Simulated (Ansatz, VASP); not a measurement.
# Ni: VASP beside Ansatz

```
Ni
1.0
     2.45842    0.00000    0.00000
    -1.22921    2.12905    0.00000
     0.00000    0.00000    8.06260
Ni
4
Direct
  0.00000 0.00000 0.00000
  0.00000 0.00000 0.50000
  0.33333 0.66667 0.25000
  0.66667 0.33333 0.75000
```

Alike in both runs: functional r2SCAN; k mesh 14 × 14 × 4; occupations fermi-dirac, width 0.05 eV; collinear spin.

Ansatz relaxed the structure, and its values are those at the end. VASP's run is a single point on that final structure, the one shown.

|  | VASP | Ansatz |
| --- | --- | --- |
| version | VASP 6.6.1 | Ansatz 0.2.0 |
| potentials or method | VASP PAW PBE potentials, release 64 (Ni), cutoff 520 eV | plane waves (500 eV) with PAW, scalar-relativistic |
| valence electrons in the cell | 40 | 72 |

Ansatz gave:

| Quantity | Value |
| --- | --- |
| pressure (GPa) | 0.0 |
| net moment per atom (μB) | 0.76 |
| size of the moment on the site where the two differ most (μB) | 0.81 |

Question: Which values does VASP return?

Answer: Pressure (GPa): 0.4; net moment per atom (μB): 0.74; size of the moment on the site where the two differ most (μB): 0.75.

VASP's potentials were made for PBE, not for r2SCAN. Site moments also hang on the region over which each program counts them. The functional is the same, so the differences come from potentials, cutoffs and numerics. VASP's potentials hold 40 valence electrons a cell and Ansatz's 72, so a difference there can come from the potentials and not from the codes.
